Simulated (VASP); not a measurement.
Here is a VASP 6.6.1 calculation.

Contents of INCAR:

```
SYSTEM = Cl
PREC = Accurate
ENCUT = 520
EDIFF = 1E-6
ISMEAR = -1
SIGMA = 0.05
LREAL = .False.
LASPH = .True.
NELM = 80
ALGO = Normal
ISIF = 2
LWAVE = .False.
LCHARG = .False.
GGA = PS
NBANDS = 22
```

Contents of KPOINTS:

```
Automatic mesh
0
Gamma
  7 7 4
  0 0 0
```

The input POSCAR:

```
Cl
1.0
    3.1450000000     -2.2500000000      0.0000000000
    3.1450000000      2.2500000000      0.0000000000
    0.0000000000      0.0000000000      8.0458000000
Cl
4
Direct
    0.3700000000      0.6300000000      0.4000000000
    0.1300000000      0.8700000000      0.9000000000
    0.6300000000      0.3700000000      0.6000000000
    0.8700000000      0.1300000000      0.1000000000
```

Potentials or basis: VASP PAW PBE potentials, release 64 (Cl).

Run with:

```sh
$ cat potpaw_PBE.64/Cl/POTCAR > POTCAR
$ mpirun -np 1 vasp_std > vasp.out
```

Task: Estimate the pressure.

Result: -0.2 GPa.

Task: Predict the band gap on the k mesh.

Result: 2.62 eV (least direct gap 2.70 eV).

Task: What does it give for the largest force?

Result: 0.198 eV/Å.

Forces in eV/Å, atoms in the order of the input:
```
Cl   0.000  0.035 -0.195
Cl   0.000 -0.035 -0.195
Cl   0.000 -0.035  0.195
Cl   0.000  0.035  0.195
```

Caveat: this functional lacks dispersion, which holds the molecules together, so the pressure and a relaxed volume are unreliable; the PAW data sets were made with another functional, which shifts forces and pressure a little; an odd mesh through Γ misses points on the zone boundary, where band edges can lie.
